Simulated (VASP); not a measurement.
# Au (Fm-3m) in VASP: notebook

Au is run at these levels: LDA; tasks: single point.

Program: VASP 6.6.1. These are calculated values, not measurements. Logs are shortened: lines on timing, memory, paths and dates and some standing lists are left out, and cuts for length are marked.

**1. The cell of the first run**

The structure is cubic, space group Fm-3m (No. 225). Conventional cell: a = 3.966 Å, b = 3.966 Å, c = 3.966 Å, α = 90.00°, β = 90.00°, γ = 90.00°. Au (site symmetry m-3m) has 12 Au at 2.80 Å within 3.7 Å.

**2. Single point, LDA (volume scaled by 0.94)**

INCAR reads:

```
SYSTEM = Au
PREC     = Accurate       ! precision mode
ENCUT    = 520            ! plane-wave cutoff, eV
EDIFF    = 1E-7           ! SCF threshold, eV
ISMEAR   = -1             ! smearing method
SIGMA    = 0.08           ! smearing width, eV
LREAL    = .FALSE.        ! projectors in reciprocal space
LASPH    = .TRUE.         ! aspherical terms in the spheres
NELM     = 80             ! most SCF steps
ALGO     = Normal         ! electronic algorithm
ISIF     = 2              ! what is computed and relaxed
LWAVE    = .FALSE.        ! write WAVECAR
LCHARG   = .FALSE.        ! write CHGCAR
NBANDS   = 12             ! bands
```

KPOINTS reads:

```
Automatic mesh
0
G
  18 18 18
  0 0 0
```

POSCAR reads:

```
Au
1.0
    0.0000000000      1.9827908268      1.9827908268
    1.9827908268      0.0000000000      1.9827908268
    1.9827908268      1.9827908268      0.0000000000
Au
1
Direct
    0.0000000000      0.0000000000      0.0000000000
```

Potentials or basis: VASP PAW LDA potentials, release 64 (Au).

Started as:

```
$ cat potpaw_LDA.64/Au/POTCAR > POTCAR
$ mpirun -np 1 vasp_std > vasp.out
```

OUTCAR:

```text
SYSTEM = Au
   PREC = Accurate
   ENCUT = 520
   EDIFF = 1E-7
   ISMEAR = -1
   LREAL = .FALSE.
   LASPH = .TRUE.
   NELM = 80
   ISIF = 2

 ion  position               nearest neighbor table
   1  0.000  0.000  0.000-

  LATTYP: Found a face centered cubic cell.
 ALAT       =     3.9655816536

  Lattice vectors:

 A1 = (   0.0000000000,   1.9827908268,   1.9827908268)
 A2 = (   1.9827908268,   0.0000000000,   1.9827908268)
 A3 = (   1.9827908268,   1.9827908268,   0.0000000000)

Analysis of symmetry for initial positions (statically):
=====================================================================
 Subroutine PRICEL returns:
 Original cell was already a primitive cell.

 Routine SETGRP: Setting up the symmetry group for a
 face centered cubic supercell.

 Subroutine GETGRP returns: Found 48 space group operations
 (whereof 48 operations were pure point group operations)
 out of a pool of 48 trial point group operations.

The static configuration has the point symmetry O_h .

Analysis of symmetry for dynamics (positions and initial velocities):
=====================================================================
 Subroutine PRICEL returns:
 Original cell was already a primitive cell.

 Routine SETGRP: Setting up the symmetry group for a
 face centered cubic supercell.

 Subroutine GETGRP returns: Found 48 space group operations
 (whereof 48 operations were pure point group operations)
 out of a pool of 48 trial point group operations.

The dynamic configuration has the point symmetry O_h .

 Subroutine INISYM returns: Found 48 space group operations
 (whereof 48 operations are pure point group operations),
 and found     1 'primitive' translations

----------------------------------------------------------------------------------------

                                     Primitive cell

  volume of cell :      15.5905

  direct lattice vectors                    reciprocal lattice vectors
     0.000000000  1.982790827  1.982790827    -0.252169817  0.252169817  0.252169817
     1.982790827  0.000000000  1.982790827     0.252169817 -0.252169817  0.252169817
     1.982790827  1.982790827  0.000000000     0.252169817  0.252169817 -0.252169817

  length of vectors
     2.804089679  2.804089679  2.804089679     0.436770935  0.436770935  0.436770935

  position of ions in fractional coordinates (direct lattice)
     0.000000000  0.000000000  0.000000000

  ion indices of the primitive-cell ions
   primitive index   ion index
                 1           1

[... 73 lines left out ...]
   EDIFFG = 0.1E-05   stopping-criterion for IOM
   NSW    =      0    number of steps for IOM
   IBRION =     -1    ionic relax: 0-MD 1-quasi-New 2-CG
   NFREE  =      0    steps in history (QN), initial steepest desc. (CG)
   ISIF   =      2    stress and relaxation
   ISYM   =      2    0-nonsym 1-usesym 2-fastsym
   POTIM  = 0.5000    time-step for ionic-motion
   TEBEG  =    0.0;   TEEND  =   0.0 temperature during run
   PSTRESS=    0.0 pullay stress
   NELECT =      11.0000    total number of electrons
   NUPDOWN=      -1.0000    fix difference up-down
   EMIN   =  10.00;   EMAX   =-10.00  energy-range for DOS
   EFERMI =   0.00;   METHOD = LEGACY
   ISMEAR =    -1;   SIGMA  =   0.08  broadening in eV -4-tet -1-fermi 0-gaus
   EFERMI_NEDOS =   21; number of points for ismear=-14 and -15
   IALGO  =     38    algorithm
   IMIX   =      4    mixing-type and parameters
     AMIX     =   0.40;   BMIX     =  1.00
     AMIX_MAG =   1.60;   BMIX_MAG =  1.00
  volume/ion in A,a.u.               =      15.59       105.21
  Fermi-wavevector in a.u.,A,eV,Ry     =   1.457423  2.754129 28.899871  2.124081
  Thomas-Fermi vector in A             =   2.574226
   LORBIT       =      0    0 simple, 1 ext, 2 COOP (PROOUT), +10 PAW based schemes
   GGA     = CA    functional components
   LHFCALC =     F    Hartree Fock is set to
   AEXX    =    0.0000 exact exchange contribution
   IVDW    =     0    specifies the selected vdW correction
   LEPSILON=     F    determine dielectric tensor
   LRPA    =     F    only Hartree local field effects (RPA)
 non-spin polarized calculation
  energy-cutoff  :      520.00
  volume of cell :       15.59
 maximum number of plane-waves:       444
 NGX is ok and might be reduce to    24
   NGX = 11   NGY = 11   NGZ = 11

 number of electron      11.0000001 magnetization

 Free energy of the ion-electron system (eV)
  ---------------------------------------------------
  ext. energy  EPLUGINS =         0.00000000
  ---------------------------------------------------
  free energy    TOTEN  =        -4.40247527 eV

  energy without entropy =       -4.39624146  energy(sigma->0) =       -4.39935837

 E-fermi :  10.8991     XC(G=0): -13.5035

 val. band max:       10.8606054695   @ k =   0.5000   0.3333   0.1667
 cond. band min:      10.9276862768   @ k =   0.5000   0.2778   0.1111
 fundamental gap:      0.0670808074
 Fermi energy:        10.8991189239

 k-point     1 :       0.0000    0.0000    0.0000
  band No.  band energies     occupation
      1      -0.0271      2.00000
      2       5.6448      2.00000
      3       5.6448      2.00000
      4       5.6448      2.00000
      5       7.4420      2.00000
      6       7.4420      2.00000
      7      25.1840      0.00000
      8      29.6577      0.00000
      9      29.6577      0.00000
     10      29.6577      0.00000
     11      34.9850      0.00000
     12      40.6545      0.00000
[... 331 lines left out ...]
 k-point    24 :      -0.2222    0.0556    0.0000
  band No.  band energies     occupation
      1       1.9036      2.00000
      2       5.3110      2.00000
      3       5.9956      2.00000
      4       6.0426      2.00000
      5       7.3118      2.00000
      6       7.8822      2.00000
      7      23.0108      0.00000
      8      26.6039      0.00000
      9      30.2621      0.00000
     10      32.2246      0.00000
     11      33.2124      0.00000
     12      34.6489      0.00000

 [... further k-points ...]
[... 5 lines left out ...]
  --------------------------------------------------------------------------------------
  -------------------------------------------------------------------------------------
  Total        1.4538485      1.4538485      1.4538485      0.0000000      0.0000000     -0.0000000
  in kB      149.4063448    149.4063448    149.4063448      0.0000000      0.0000000     -0.0000000
  external PRESSURE =     149.4063448 kB  Pullay stress =       0.0000000 kB

 VOLUME and BASIS-vectors are now :
 -----------------------------------------------------------------------------
  energy-cutoff  :      520.00
  volume of cell :       15.59
      direct lattice vectors                 reciprocal lattice vectors
     0.000000000  1.982790827  1.982790827    -0.252169817  0.252169817  0.252169817
     1.982790827  0.000000000  1.982790827     0.252169817 -0.252169817  0.252169817
     1.982790827  1.982790827  0.000000000     0.252169817  0.252169817 -0.252169817

 POSITION                                       TOTAL-FORCE (eV/Angst)
 -----------------------------------------------------------------------------------
      0.00000      0.00000      0.00000        -0.000000      0.000000      0.000000
 -----------------------------------------------------------------------------------
    total drift:                               -0.000000      0.000000      0.000000

  FREE ENERGIE OF THE ION-ELECTRON SYSTEM (eV)
  ---------------------------------------------------
  free  energy   TOTEN  =        -4.4024752746 eV

  energy  without entropy=       -4.3962414604  energy(sigma->0) =       -4.39935837
```

OSZICAR:

```text
N       E                     dE             d eps       ncg     rms          rms(c)
DAV:   1     0.501454334949E+02    0.50145E+02   -0.57011E+03  4816   0.830E+02
DAV:   2    -0.402188730839E+01   -0.54167E+02   -0.51211E+02  5504   0.193E+02
DAV:   3    -0.472332913419E+01   -0.70144E+00   -0.70093E+00  5600   0.212E+01
DAV:   4    -0.472555077513E+01   -0.22216E-02   -0.22216E-02  5684   0.137E+00
DAV:   5    -0.472556535208E+01   -0.14577E-04   -0.14577E-04  5728   0.105E-01    0.127E+01
DAV:   6    -0.443575296708E+01    0.28981E+00   -0.69761E-01  5064   0.685E+00    0.762E+00
DAV:   7    -0.440622607480E+01    0.29527E-01   -0.88148E-02  5484   0.238E+00    0.305E+00
DAV:   8    -0.440247696768E+01    0.37491E-02   -0.36847E-03  5272   0.602E-01    0.291E-01
DAV:   9    -0.440247491285E+01    0.20548E-05   -0.14081E-05  5668   0.358E-02    0.162E-02
DAV:  10    -0.440247527754E+01   -0.36469E-06   -0.10130E-06  5716   0.721E-03    0.270E-03
DAV:  11    -0.440247527459E+01    0.29422E-08   -0.26792E-08  3836   0.143E-03
   1 F= -.44024753E+01 E0= -.43993584E+01  d E =-.623381E-02
```

stdout:

```text
POSCAR found type information on POSCAR Au
 POSCAR found :  1 types and       1 ions
 scaLAPACK will be used
 LDA part: xc-table for (Slater(with rela. corr.)+CA(PZ))
 , standard interpolation
 POSCAR, INCAR and KPOINTS ok, starting setup
 FFT: planning ... GRIDC
 FFT: planning ... GRID_SOFT
 FFT: planning ... GRID
 WAVECAR not read
 entering main loop
```

Wall time 36 s (1 thread of AMD EPYC 7R13, shared host); peak memory 0.16 GiB.

Results:

- Free energy: -4.4025 eV
- Pressure: 14.9 GPa

Levels at points of the mesh, in eV from the Fermi level:
```tsv
k point	band 4	band 5	band 6	band 7	band 8	band 9
(0.00, 0.00, 0.00)	-5.25	-3.46	-3.46	14.28	18.76	18.76
(0.50, 0.00, 0.00)	-2.05	-2.05	-1.46	3.54	13.76	17.64
(0.50, 0.50, 0.00)	-1.67	-1.67	0.68	6.49	10.14	10.14
```

Caveat: the cell differs from its parent crystal (volume scaled by 0.94); spin-orbit coupling is left out, which moves the levels of the heavy elements.

**3. Single point, LDA**

This run uses another cell than the first one, of 16.59 Å³/atom, 1.064 times its volume.

INCAR reads:

```
PREC = Accurate
ENCUT = 520
EDIFF = 1E-6
ISMEAR = -1
SIGMA = 0.08
LREAL = F
LASPH = T
NELM = 80
ALGO = Normal
ISIF = 2
LWAVE = F
LCHARG = F
GGA = CA
NBANDS = 12
```

KPOINTS reads:

```
Automatic mesh
0
Gamma
  18 18 18
```

POSCAR reads:

```
Au
1.0
    0.0000000000      2.0241108048      2.0241108048
    2.0241108048      0.0000000000      2.0241108048
    2.0241108048      2.0241108048      0.0000000000
Au
1
Direct
    0.0000000000      0.0000000000      0.0000000000
```

Potentials or basis: VASP PAW LDA potentials, release 64 (Au).

Started as:

```
$ cat potpaw_LDA.64/Au/POTCAR > POTCAR
$ mpirun -np 1 vasp_std > vasp.out
```

Wall time 39 s (1 thread of AMD EPYC 7R13, shared host); peak memory 0.16 GiB.

It converged, with:

* Free energy: -4.4483 eV
* Pressure: 0.5 GPa

Levels at points of the mesh, in eV from the Fermi level:
| k point | band 2 | band 3 | band 4 | band 5 | band 6 | band 7 | band 8 | band 9 | band 10 | band 11 |
| --- | --- | --- | --- | --- | --- | --- | --- | --- | --- | --- |
| (0.00, 0.00, 0.00) | -4.85 | -4.85 | -4.85 | -3.24 | -3.24 | 14.45 | 18.57 | 18.57 | 18.57 | 23.68 |
| (0.50, 0.00, 0.00) | -4.89 | -4.89 | -1.97 | -1.97 | -1.12 | 3.21 | 13.92 | 17.23 | 17.23 | 25.35 |
| (0.50, 0.50, 0.00) | -7.01 | -2.01 | -1.63 | -1.63 | 0.89 | 5.98 | 10.01 | 10.01 | 17.56 | 20.25 |

Caveat: spin-orbit coupling is left out, which moves the levels of the heavy elements.

**4. Single point, LDA**

This run uses another cell than the first one, of 16.59 Å³/atom, 1.064 times its volume.

INCAR reads:

```
ALGO = Normal
EDIFF = 1E-6
ENCUT = 520
ISIF = 2
ISMEAR = -1
LASPH = T
LCHARG = F
LREAL = F
LWAVE = F
NBANDS = 12
NELM = 60
PREC = Accurate
SIGMA = 0.08
```

KPOINTS reads:

```
k-points
0
Gamma
  18 18 18
```

POSCAR is that of step 3.

Potentials or basis: VASP PAW LDA potentials, release 64 (Au).

Started as:

```
$ cat potpaw_LDA.64/Au/POTCAR > POTCAR
$ mpirun -np 1 vasp_std > vasp.out
```

OUTCAR:

```text
EDIFF = 1E-6
   ENCUT = 520
   ISIF = 2
   ISMEAR = -1
   LASPH = T
   LREAL = F
   NELM = 60
   PREC = Accurate

 ion  position               nearest neighbor table
   1  0.000  0.000  0.000-

  LATTYP: Found a face centered cubic cell.
 ALAT       =     4.0482216096

  Lattice vectors:

 A1 = (   0.0000000000,   2.0241108048,   2.0241108048)
 A2 = (   2.0241108048,   0.0000000000,   2.0241108048)
 A3 = (   2.0241108048,   2.0241108048,   0.0000000000)

Analysis of symmetry for initial positions (statically):
[... 530 lines left out ...]
      6       6.9080      2.00000
      7      21.4868      0.00000
      8      25.3898      0.00000
      9      28.4973      0.00000
     10      30.6912      0.00000
     11      31.4122      0.00000
     12      32.8211      0.00000

 [... further k-points ...]
[... 5 lines left out ...]
  --------------------------------------------------------------------------------------
  -------------------------------------------------------------------------------------
  Total        0.0518442      0.0518442      0.0518442      0.0000000      0.0000000     -0.0000000
  in kB        5.0081560      5.0081560      5.0081560      0.0000000      0.0000000     -0.0000000
  external PRESSURE =       5.0081560 kB  Pullay stress =       0.0000000 kB

 VOLUME and BASIS-vectors are now :
 -----------------------------------------------------------------------------
  energy-cutoff  :      520.00
  volume of cell :       16.59
      direct lattice vectors                 reciprocal lattice vectors
     0.000000000  2.024110805  2.024110805    -0.247022050  0.247022050  0.247022050
     2.024110805  0.000000000  2.024110805     0.247022050 -0.247022050  0.247022050
     2.024110805  2.024110805  0.000000000     0.247022050  0.247022050 -0.247022050

 POSITION                                       TOTAL-FORCE (eV/Angst)
 -----------------------------------------------------------------------------------
      0.00000      0.00000      0.00000         0.000000      0.000000      0.000000
 -----------------------------------------------------------------------------------
    total drift:                               -0.000000      0.000000      0.000000

  FREE ENERGIE OF THE ION-ELECTRON SYSTEM (eV)
  ---------------------------------------------------
  free  energy   TOTEN  =        -4.4483073554 eV

  energy  without entropy=       -4.4424478620  energy(sigma->0) =       -4.44537761
```

OSZICAR:

```text
N       E                     dE             d eps       ncg     rms          rms(c)
DAV:   1     0.488931559710E+02    0.48893E+02   -0.55851E+03  4852   0.819E+02
DAV:   2    -0.407243129366E+01   -0.52966E+02   -0.50310E+02  5588   0.189E+02
DAV:   3    -0.477393719340E+01   -0.70151E+00   -0.70065E+00  5660   0.208E+01
DAV:   4    -0.477620074495E+01   -0.22636E-02   -0.22634E-02  5628   0.137E+00
DAV:   5    -0.477621640575E+01   -0.15661E-04   -0.15659E-04  5716   0.108E-01    0.105E+01
DAV:   6    -0.447575524651E+01    0.30046E+00   -0.79853E-01  5064   0.716E+00    0.642E+00
DAV:   7    -0.445176435977E+01    0.23991E-01   -0.69626E-02  5524   0.208E+00    0.294E+00
DAV:   8    -0.444831091482E+01    0.34534E-02   -0.21478E-03  5232   0.469E-01    0.276E-01
DAV:   9    -0.444830705158E+01    0.38632E-05   -0.97697E-06  5644   0.294E-02    0.153E-02
DAV:  10    -0.444830735543E+01   -0.30385E-06   -0.93382E-07  4928   0.706E-03
   1 F= -.44483074E+01 E0= -.44453776E+01  d E =-.585949E-02
```

stdout:

```text
POSCAR found type information on POSCAR Au
 POSCAR found :  1 types and       1 ions
 scaLAPACK will be used
 LDA part: xc-table for (Slater(with rela. corr.)+CA(PZ))
 , standard interpolation
 POSCAR, INCAR and KPOINTS ok, starting setup
 FFT: planning ... GRIDC
 FFT: planning ... GRID_SOFT
 FFT: planning ... GRID
 WAVECAR not read
 entering main loop
```

It took 41 s on 1 thread of AMD EPYC 7R13, shared host; peak memory 0.16 GiB.

Results:

| Quantity | Value |
| --- | --- |
| Free energy | -4.4483 eV |
| Pressure | 0.5 GPa |

Caveat: spin-orbit coupling is left out, which moves the levels of the heavy elements.
